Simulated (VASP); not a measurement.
A run of VASP 6.6.1:

The input INCAR:

```
SYSTEM = Cu2Ge3Mo
ALGO     = Normal         ! electronic algorithm
EDIFF    = 1E-6           ! SCF threshold, eV
ENCUT    = 600            ! plane-wave cutoff, eV
GGA      = PE             ! functional
GGA_COMPAT= .FALSE.      
ISIF     = 2              ! what is computed and relaxed
ISMEAR   = 0              ! smearing method
LASPH    = .TRUE.         ! aspherical terms in the spheres
LCHARG   = .TRUE.         ! write CHGCAR
LELF     = .TRUE.         ! ELF
LREAL    = .FALSE.        ! projectors in reciprocal space
LVHAR    = .TRUE.       
LWAVE    = .FALSE.        ! write WAVECAR
NBANDS   = 48             ! bands
NELM     = 120            ! most SCF steps
PREC     = Accurate       ! precision mode
SIGMA    = 0.1            ! smearing width, eV
```

Contents of KPOINTS:

```
k-points
0
G
  6 6 2
  0 0 0
```

The input POSCAR:

```
Cu2Ge3Mo
1.0
    3.5972462700      0.0000000000      0.0000000000
    0.0000000000      3.5972462700      0.0000000000
    0.0000000000      0.0000000000      7.9250712800
Cu Ge Mo
2 3 1
Direct
    0.0000000000      0.5000000000      0.7315000300
    0.5000000000      0.0000000000      0.2684999700
    0.0000000000      0.5000000000      0.3835000100
    0.5000000000      0.0000000000      0.6164999900
    0.5000000000      0.5000000000      0.0000000000
    0.0000000000      0.0000000000      0.0000000000
```

Potentials or basis: VASP PAW PBE potentials, release 64 (Cu, Ge_d, Mo_sv).

Launch:

```console
$ cat potpaw_PBE.64/Cu/POTCAR potpaw_PBE.64/Ge_d/POTCAR potpaw_PBE.64/Mo_sv/POTCAR > POTCAR
$ mpirun -np 1 vasp_std > vasp.out
```

Hardware: 1 thread of Intel Xeon 6975P-C, with other jobs on the host.

Q: How long does it take, and how much memory?

A: It took 3.1 min on 1 thread of Intel Xeon 6975P-C (shared host), peak memory 0.29 GiB. Counts: scf iterations 17, k points 20.
